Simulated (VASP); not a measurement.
The system is ZrB.

```
CELL_PARAMETERS angstrom
0.00000 2.32500 2.32500
2.32500 0.00000 2.32500
2.32500 2.32500 0.00000
ATOMIC_POSITIONS crystal
Zr 0.00000 0.00000 0.00000
B 0.50000 0.50000 0.50000
```

```yaml
Program: VASP 6.6.1
Task: relaxation of cell and atoms
Functional: LDA
Potentials_or_basis: VASP PAW LDA potentials, release 64 (Zr_sv, B)
Cutoff: 600 eV
k_mesh: 10 × 10 × 10
Occupations: fermi-dirac, width 0.05 eV
Spin: no spin polarisation
```

At the start: pressure 25.5 GPa; volume 12.57 Å³/atom.

How do energy, volume and symmetry change on relaxing?

Over 4 steps the energy falls by 111.9 meV/atom and the volume is 14.12 Å³/atom (+12.3 %); space group Fm-3m (No. 225, to 0.05 Å).

The path:
```tsv
step	energy change (eV)	largest force (eV/Å)	pressure (GPa)	volume (Å³)
1	0.0000	0.0000	25.54	25.14
2	0.1394	0.0000	-20.66	33.15
3	-0.2235	0.0000	-0.77	28.34
4	-0.2238	0.0000	-0.09	28.23
```

Final structure:
```
Zr B
1.0
     0.00000    2.41682    2.41682
     2.41682    0.00000    2.41682
     2.41682    2.41682    0.00000
Zr B
1 1
Direct
  0.00000 0.00000 0.00000
  0.50000 0.50000 0.50000
```

Caveat: the volume moved by +12 % from the deposited cell, more than functionals usually miss.
